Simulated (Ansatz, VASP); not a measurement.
## Two plane-wave programs on AsPb4

```
CELL_PARAMETERS angstrom
-3.66685 3.66685 3.17263
3.66685 -3.66685 3.17263
3.66685 3.66685 -3.17263
ATOMIC_POSITIONS crystal
As 0.00000 0.00000 0.00000
Pb 0.71778 0.71778 0.43555
Pb 0.28222 0.28222 0.56445
Pb 0.28222 0.71778 0.00000
Pb 0.71778 0.28222 0.00000
```

Alike in both runs: functional PBE; k mesh 4 × 4 × 4; occupations gaussian, width 0.1 eV; no spin polarisation.

Ansatz relaxed the structure, and its values are those at the end. VASP's run is a single point on that final structure, the one shown.

|  | VASP | Ansatz |
| --- | --- | --- |
| version | VASP 6.6.1 | Ansatz 0.2.0 |
| potentials or method | VASP PAW PBE potentials, release 64 (As, Pb_d), cutoff 520 eV | scalar-relativistic, plane waves, PAW |
| valence electrons in the cell | 61 | 71 |

```csv
,VASP,Ansatz,Ansatz less VASP
gap on the k mesh at the Fermi level (eV),none,none,-
pressure (GPa),0.1,0.1,+0.03
rms of the force components (eV/Å),0.015,0.016,+0.0010
```

A gap of «none» marks a metal or a gap that the smearing closes. VASP's potentials hold 61 valence electrons a cell and Ansatz's 71, so a difference there can come from the potentials and not from the codes.

Spin-orbit coupling is off throughout.
